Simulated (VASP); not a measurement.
# ZnS in VASP: further runs, part 3 of 3

VASP 6.6.1.

**6. Electric field gradients, PBEsol (equal xy, yz and zx shear strains of +2 %)**

INCAR reads:

```
SYSTEM = ZnS
ALGO = Normal ; EDIFF = 1E-8
ENCUT = 520 ; GGA = PS
ISIF = 2 ; ISMEAR = -1
LASPH = .True. ; LCHARG = .False.
LEFG = .True. ; LREAL = .False.
LWAVE = .False. ; NBANDS = 26
NELM = 80 ; PREC = Accurate
SIGMA = 0.03
```

KPOINTS reads:

```
k-points
0
Gamma
  8 8 5
  0 0 0
```

POSCAR reads:

```
ZnS
1.0
    3.8109987816      0.0381099878      0.0381099878
   -1.8724951732      3.2813667647      0.0139492237
    0.0623400000      0.0623400000      6.2340000000
Zn S
2 2
Direct
    0.3333333333      0.6666666667      0.0000000000
    0.6666666667      0.3333333333      0.5000000000
    0.3333333333      0.6666666667      0.3850000000
    0.6666666667      0.3333333333      0.8850000000
```

Potentials or basis: VASP PAW PBE potentials, release 64 (Zn, S).

On the command line:

```
> cat potpaw_PBE.64/Zn/POTCAR potpaw_PBE.64/S/POTCAR > POTCAR
> mpirun -np 1 vasp_std > vasp.out
```

OUTCAR:

```text
SYSTEM = ZnS
   EDIFF = 1E-8
   ENCUT = 520
   GGA = PS
   ISIF = 2
   ISMEAR = -1
   LASPH = .True.
   LREAL = .False.
   NELM = 80
   PREC = Accurate

 ion  position               nearest neighbor table
   1  0.333  0.667  0.000-   4 2.29   4 2.30   4 2.35   3 2.40
   2  0.667  0.333  0.500-   3 2.30   3 2.31   3 2.33   4 2.40
   3  0.333  0.667  0.385-   2 2.30   2 2.31   2 2.33   1 2.40
   4  0.667  0.333  0.885-   1 2.29   1 2.30   1 2.35   2 2.40

  LATTYP: Found a triclinic cell.
 ALAT       =     3.8444027250
 B/A-ratio  =     0.9827452114
 C/A-ratio  =     1.6217404406
 COS(alpha) =     0.0074204947
 COS(beta)  =     0.0272158149
 COS(gamma) =     0.5000757388

  Lattice vectors:

 A1 = (   1.9385036084,   3.3194767525,   0.0520592115)
 A2 = (  -1.8724951732,   3.2813667647,   0.0139492237)
 A3 = (   0.0623400000,   0.0623400000,   6.2340000000)

Analysis of symmetry for initial positions (statically):
=====================================================================
 Subroutine PRICEL returns:
 Original cell was already a primitive cell.

 Routine SETGRP: Setting up the symmetry group for a
 triclinic supercell.

 Subroutine GETGRP returns: Found  1 space group operations
 (whereof  1 operations were pure point group operations)
 out of a pool of  2 trial point group operations.

The static configuration has the point symmetry C_1 .

Analysis of symmetry for dynamics (positions and initial velocities):
=====================================================================
[... 864 lines left out ...]
 [... further k-points ...]

------------------------ aborting loop because EDIFF is reached ----------------------------------------

  FORCE on cell =-STRESS in cart. coord.  units (eV):
  Direction    XX          YY          ZZ          XY          YZ          ZX
  --------------------------------------------------------------------------------------
  -------------------------------------------------------------------------------------
  Total       -0.1978873     -0.2045850     -1.1234680     -0.5667983     -0.3543657     -0.3549307
  in kB       -4.0446684     -4.1815636    -22.9628444    -11.5849334     -7.2429687     -7.2545168
  external PRESSURE =     -10.3963588 kB  Pullay stress =       0.0000000 kB

 VOLUME and BASIS-vectors are now :
 -----------------------------------------------------------------------------
  energy-cutoff  :      520.00
  volume of cell :       78.39
      direct lattice vectors                 reciprocal lattice vectors
     3.810998782  0.038109988  0.038109988     0.260950120  0.148927276 -0.004098774
    -1.872495173  3.281366765  0.013949224    -0.003000511  0.303051589 -0.003000511
     0.062340000  0.062340000  6.234000000    -0.001588539 -0.001588539  0.160442422

 POSITION                                       TOTAL-FORCE (eV/Angst)
 -----------------------------------------------------------------------------------
      0.02200      2.20028      0.02200        -0.170375     -0.063537      0.315877
      1.94767      1.15037      3.14706         0.034778     -0.071179      0.309087
      0.04600      2.22428      2.42209        -0.061571      0.071324     -0.307128
      1.97167      1.17437      5.54715         0.197169      0.063391     -0.317836
 -----------------------------------------------------------------------------------
    total drift:                                0.000016     -0.000091      0.000110

  FREE ENERGIE OF THE ION-ELECTRON SYSTEM (eV)
  ---------------------------------------------------
  free  energy   TOTEN  =       -15.1290901038 eV

  energy  without entropy=      -15.1290901038  energy(sigma->0) =      -15.12909010

 Electric field gradients (V/A^2)
---------------------------------------------------------------------
 ion       V_xx      V_yy      V_zz      V_xy      V_xz      V_yz
---------------------------------------------------------------------
   1      -5.675   -13.622    19.298     7.443     3.866    -0.130
   2     -13.589    -5.546    19.135    -0.551    -4.034    -0.042
   3       3.153     2.376    -5.529     3.723     4.239     3.292
   4       2.469     2.975    -5.444     3.083     2.326     3.269
---------------------------------------------------------------------

 Electric field gradients after diagonalization (V/A^2)
 (convention: |V_zz| > |V_xx| > |V_yy|)
----------------------------------------------------------------------
 ion       V_xx      V_yy      V_zz     asymmetry (V_yy - V_xx)/ V_zz
----------------------------------------------------------------------
   1     -18.206    -1.708    19.913       0.828
   2     -14.115    -5.510    19.625       0.438
   3      -7.586    -0.961     8.546       0.775
   4      -6.745    -0.338     7.083       0.905
----------------------------------------------------------------------

           NMR quadrupolar parameters

 Cq : quadrupolar parameter    Cq=e*Q*V_zz/h
 eta: asymmetry parameters     (V_yy - V_xx)/ V_zz
 Q  : nuclear electric quadrupole moment in mb (millibarn)
----------------------------------------------------------------------
 ion       Cq(MHz)       eta       Q (mb)
----------------------------------------------------------------------
   1       0.048       0.828       1.000
   2       0.047       0.438       1.000
   3       0.021       0.775       1.000
   4       0.017       0.905       1.000
----------------------------------------------------------------------
```

stdout:

```text
POSCAR found type information on POSCAR ZnS
 POSCAR found :  2 types and       4 ions
 scaLAPACK will be used
 -----------------------------------------------------------------------------
|                                                                             |
|                                                                             |
|     You enforced a specific xc type in the INCAR file but a different       |
|     I HOPE YOU KNOW WHAT YOU ARE DOING!                                     |
|                                                                             |
 -----------------------------------------------------------------------------

 LDA part: xc-table for (Slater+PW92), standard interpolation
 POSCAR, INCAR and KPOINTS ok, starting setup
 FFT: planning ... GRIDC
 FFT: planning ... GRID_SOFT
 FFT: planning ... GRID
 WAVECAR not read
 entering main loop
ion   1
     0.0000468     0.2035621    -0.0247510     0.8005358     0.0998106     0.1229946
     0.0000645     0.2035621    -0.0247510     0.8005358     0.0998106     0.1229945
     0.0000888     0.2035621    -0.0247510     0.8005358     0.0998106     0.1229945
     0.0001223     0.2035621    -0.0247510     0.8005357     0.0998106     0.1229945
[... 34 lines left out ...]
     0.0000369    -2.9349594    -3.0532220     4.2877136    -2.2068528     0.2071747
     0.0000508    -2.9349545    -3.0532167     4.2877056    -2.2068490     0.2071743
     0.0000700    -2.9349463    -3.0532079     4.2876925    -2.2068428     0.2071735
     0.0000964    -2.9349329    -3.0531934     4.2876708    -2.2068326     0.2071723
```

Run time: 11 min. Hardware: 1 thread of AMD EPYC 7R13, shared host; peak memory 0.35 GiB.

Results:

```
Free energy            : -15.1291 eV
Pressure               : -1.0 GPa
Largest force          : 0.379 eV/Å
Band gap on the k mesh : 2.07 eV, direct
```

Forces in eV/Å, atoms in the order of the input:
```
Zn  -0.170 -0.064  0.316
Zn   0.035 -0.071  0.309
S   -0.062  0.071 -0.307
S    0.197  0.063 -0.318
```

Stress tensor (GPa, compression positive):
```
-0.40 -1.16 -0.73
-1.16 -0.42 -0.72
-0.73 -0.72 -2.30
```

Levels at points of the mesh, in eV from the valence-band top:
```csv
k point,band 16,band 17,band 18,band 19,band 20,band 21
"(0.00, 0.00, 0.00)",-0.12,-0.01,0.00,2.07,2.85,6.08
"(0.50, 0.00, 0.00)",-2.23,-1.62,-0.95,3.57,4.22,5.01
"(0.00, 0.50, 0.00)",-2.31,-1.63,-1.03,3.45,4.13,5.01
"(0.50, 0.50, 0.00)",-2.40,-1.65,-1.10,3.33,4.03,5.03
```

Electric field gradients, principal values (V/Å²):
| atom | least | middle | greatest (by size) |
| --- | --- | --- | --- |
| 1 Zn | -1.708 | -18.206 | 19.913 |
| 2 Zn | -5.510 | -14.115 | 19.625 |
| 3 S | -0.961 | -7.586 | 8.546 |
| 4 S | -0.338 | -6.745 | 7.083 |

Caveat: the cell differs from its parent crystal (equal xy, yz and zx shear strains of +2 %); without QUAD_EFG the Cq values of the log hold for a quadrupole moment of 1 mb, not for the nuclei; the PAW data sets were made with another functional, which shifts forces and pressure a little.

**7. Summary**

```csv
cell,gap on the mesh (eV),pressure (GPa),largest force (eV/Å)
"a = 3.811, b = 3.811, c = 6.047 Å, angles 90.0, 90.0, 120.0°, 4 atoms",2.21,1.1,0.15
"a = 3.811, b = 3.811, c = 6.109 Å, angles 90.0, 90.0, 120.0°, 4 atoms",2.18,0.3,0.22
"a = 3.811, b = 3.828, c = 6.234 Å, angles 90.2, 90.6, 120.4°, 4 atoms",2.08,-1.1,0.33
"a = 3.811, b = 3.778, c = 6.235 Å, angles 89.6, 88.8, 119.1°, 4 atoms",2.07,-1.0,0.38
```

Alike in all rows: task electric field gradients; level PBEsol; potentials or basis VASP PAW PBE potentials, release 64 (Zn, S); no spin polarisation; k mesh 8 × 8 × 5; cutoff (eV) 520; smearing fermi-dirac 0.03 eV.

Caveats: the PAW data sets were made with another functional, which shifts forces and pressure a little.

Total energies depend on the potentials used, so only differences within one code and one set of settings carry meaning.
